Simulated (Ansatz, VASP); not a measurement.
One calculation of SrC3, two programs

```
Sr C
1.0
     4.53579    0.84691    0.54022
     2.87567    4.28951    0.29968
    -0.11208   -0.99385    2.58639
Sr C
1 3
Direct
  0.12628 0.21770 0.25832
  0.21553 0.67828 0.48859
  0.77743 0.02837 0.66442
  0.44107 0.44471 0.87387
```

Alike in both runs: functional PBE; k mesh 4 × 4 × 6; occupations gaussian, width 0.1 eV; no spin polarisation.

Ansatz relaxed the structure, and its values are those at the end. VASP's run is a single point on that final structure, the one shown.

```csv
,VASP,Ansatz
version,VASP 6.6.1,Ansatz 0.2.0
potentials or method,"VASP PAW PBE potentials, release 64 (Sr_sv, C), cutoff 520 eV","scalar-relativistic, plane waves, PAW"
valence electrons in the cell,22,22
```

|  | VASP | Ansatz | Ansatz less VASP |
| --- | --- | --- | --- |
| gap on the k mesh at the Fermi level (eV) | none | none | - |
| pressure (GPa) | 0.8 | 0.0 | -0.79 |
| rms of the force components (eV/Å) | 0.016 | 0.009 | -0.0070 |

A gap of «none» marks a metal or a gap that the smearing closes.

The k mesh is coarse, so the values compare programs but aren't converged.
